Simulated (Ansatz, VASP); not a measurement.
**SiC3 in VASP and in Ansatz**

File INCAR:

```
SYSTEM = SiC3
PREC     = Accurate       ! precision mode
ENCUT    = 600            ! plane-wave cutoff, eV
EDIFF    = 1E-6           ! SCF threshold, eV
ISMEAR   = 0              ! smearing method
SIGMA    = 0.1            ! smearing width, eV
LREAL    = .FALSE.        ! projectors in reciprocal space
LASPH    = .TRUE.         ! aspherical terms in the spheres
NELM     = 100            ! most SCF steps
ALGO     = Normal         ! electronic algorithm
ISIF     = 3              ! what is computed and relaxed
LWAVE    = .FALSE.        ! write WAVECAR
LCHARG   = .FALSE.        ! write CHGCAR
GGA      = PE             ! functional
IBRION   = 2              ! ionic algorithm
NSW      = 90             ! ionic steps
EDIFFG   = -0.04          ! ionic threshold
```

KPOINTS

```
Automatic mesh
0
G
  6 6 6
  0 0 0
```

The input POSCAR:

```
SiC3
1.0
    3.4236878748      0.0000000000      0.0000000000
    0.0000000000      3.4236878748      0.0000000000
    0.0000000000      0.0000000000      3.3899484427
Si C
1 3
Direct
    0.0000000000      0.0000000000      0.5000000000
    0.0000000000      0.0000000000      0.0000000000
    0.5000000000      0.5000000000      0.7126802612
    0.5000000000      0.5000000000      0.2873197388
```

Input for Ansatz:

```yaml
crystal:
  lattice:
    - [3.4236878748, 0.0, 0.0]
    - [0.0, 3.4236878748, 0.0]
    - [0.0, 0.0, 3.3899484427]
  atoms:
    - { symbol: Si, position: [0.0, 0.0, 0.5] }
    - { symbol: C, position: [0.0, 0.0, 0.0] }
    - { symbol: C, position: [0.5, 0.5, 0.7126802612] }
    - { symbol: C, position: [0.5, 0.5, 0.2873197388] }
basis:
  ecutwfc: 420
kpoints:
  mp_grid: { grid: [6, 6, 6] }
hamiltonian:
  xc: pbe
scf:
  occupations: { method: gaussian, width: 0.1 }
  lower_state_search: "off"
output:
  forces: true
  stress: true
  eigenvalues: true
relax:
  adjacent_minimum: "off"
  f_tol: 0.04
  max_steps: 70
  cell: { stress_tol: 0.4 }
```

Alike in both runs: task relaxation of cell and atoms; functional PBE; k mesh 6 × 6 × 6; occupations gaussian, width 0.1 eV; no spin polarisation.

```csv
,VASP,Ansatz
version,VASP 6.6.1,Ansatz 0.2.0
potentials or method,"VASP PAW PBE potentials, release 64 (Si, C), cutoff 600 eV","scalar-relativistic, plane waves, PAW"
valence electrons in the cell,16,16
```

Ansatz gave:

```
gap on the k mesh at the Fermi level, each at its own relaxed structure (eV) : none
relaxed volume (Å³/atom)                                                     : 10.88
relaxed length of the cell vector where the two differ most in proportion (Å)              : 3.576
```

Task: Estimate VASP's values.

Result: gap on the k mesh at the Fermi level, each at its own relaxed structure (eV): none; relaxed volume (Å³/atom): 10.82; relaxed length of the cell vector where the two differ most in proportion (Å): 3.564.

A gap of «none» marks a metal or a gap that the smearing closes.
